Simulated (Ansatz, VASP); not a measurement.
**Hg: VASP beside Ansatz**

File INCAR:

```
SYSTEM = Hg
  PREC = Accurate
  ENCUT = 520
  EDIFF = 1E-6
  ISMEAR = 0
  SIGMA = 0.15
  LREAL = .FALSE.
  LASPH = .TRUE.
  NELM = 80
  ALGO = Fast
  ISIF = 2
  LWAVE = .FALSE.
  LCHARG = .FALSE.
  GGA = PE
  IVDW = 12
  NBANDS = 19
```

Contents of KPOINTS:

```
Automatic mesh
0
G
  15 15 8
  0 0 0
```

Contents of POSCAR:

```
Hg
1.0
    3.4640000000      0.0000000000      0.0000000000
   -1.7320000000      2.9999119987      0.0000000000
    0.0000000000      0.0000000000      5.7619000000
Hg
2
Direct
    0.6666666667      0.3333333333      0.7500000000
    0.3333333333      0.6666666667      0.2500000000
```

Input for Ansatz:

```yaml
crystal:
  lattice:
    - [3.464, 0.0, 0.0]
    - [-1.732, 2.9999119987, 0.0]
    - [0.0, 0.0, 5.7619]
  atoms:
    - { symbol: Hg, position: [0.6666666667, 0.3333333333, 0.75] }
    - { symbol: Hg, position: [0.3333333333, 0.6666666667, 0.25] }
basis:
  ecutwfc: 420
kpoints:
  mp_grid: { grid: [15, 15, 8] }
hamiltonian:
  xc: pbe
  dispersion: d3bj
scf:
  occupations: { method: gaussian, width: 0.15 }
output:
  forces: true
  stress: true
  eigenvalues: true
```

Alike in both runs: task single point; functional PBE; dispersion D3(BJ); k mesh 15 × 15 × 8; occupations gaussian, width 0.15 eV; no spin polarisation.

|  | VASP | Ansatz |
| --- | --- | --- |
| version | VASP 6.6.1 | Ansatz 0.2.0 |
| potentials or method | VASP PAW PBE potentials, release 64 (Hg), cutoff 520 eV | scalar-relativistic, plane waves, PAW |
| valence electrons in the cell | 24 | 40 |

Ansatz gave:

| Item | Value |
| --- | --- |
| gap on the k mesh at the Fermi level (eV) | none |
| pressure (GPa) | -1.5 |
| traceless stress, the component that is largest in VASP (GPa) | -0.44 |

Which values does VASP return?

gap on the k mesh at the Fermi level (eV): none; pressure (GPa): -1.4; traceless stress, the component that is largest in VASP (GPa): -0.45.

A gap of «none» marks a metal or a gap that the smearing closes. VASP's potentials hold 24 valence electrons a cell and Ansatz's 40, so a difference there can come from the potentials and not from the codes.

Neither program's run includes spin-orbit coupling.
